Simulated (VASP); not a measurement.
Au:

```
CELL_PARAMETERS angstrom
2.90000 0.00000 0.00000
-1.45000 2.51147 0.00000
0.00000 0.00000 4.88000
ATOMIC_POSITIONS crystal
Au 0.33333 0.66667 0.75000
Au 0.66667 0.33333 0.25000
```

| Quantity | Value |
| --- | --- |
| Program | VASP 6.6.1 |
| Task | relaxation of cell and atoms |
| Functional | LDA |
| Potentials or basis | VASP PAW LDA potentials, release 64 (Au_sv_GW) |
| Cutoff | 500 eV |
| k mesh | 9 × 9 × 5 |
| Occupations | fermi-dirac, width 0.05 eV |
| Spin | no spin polarisation |

At the start: pressure -12.1 GPa; volume 17.77 Å³/atom.

Problem. Where does the relaxation end?

Solution. Over 6 steps the energy falls by 49.1 meV/atom and the volume is 16.55 Å³/atom (-6.9 %); space group P6_3/mmc (No. 194, to 0.05 Å).

Step by step:
```
step  energy change (eV)  largest force (eV/Å)  pressure (GPa)  volume (Å³)
   1              0.0000                0.0000          -12.12        35.54
   2              0.3300                0.0000           38.49        29.06
   3             -0.0975                0.0000           -0.60        33.24
   4             -0.0977                0.0000           -0.10        33.16
   5             -0.0977                0.0000            0.19        33.11
   6             -0.0982                0.0000            0.19        33.11
```

Final structure:
```
Au
1.0
     2.83818    0.00000    0.00000
    -1.41909    2.45793    0.00000
     0.00000    0.00000    4.74557
Au
2
Cartesian
  0.0000 1.6386 3.5592
  1.4191 0.8193 1.1864
```
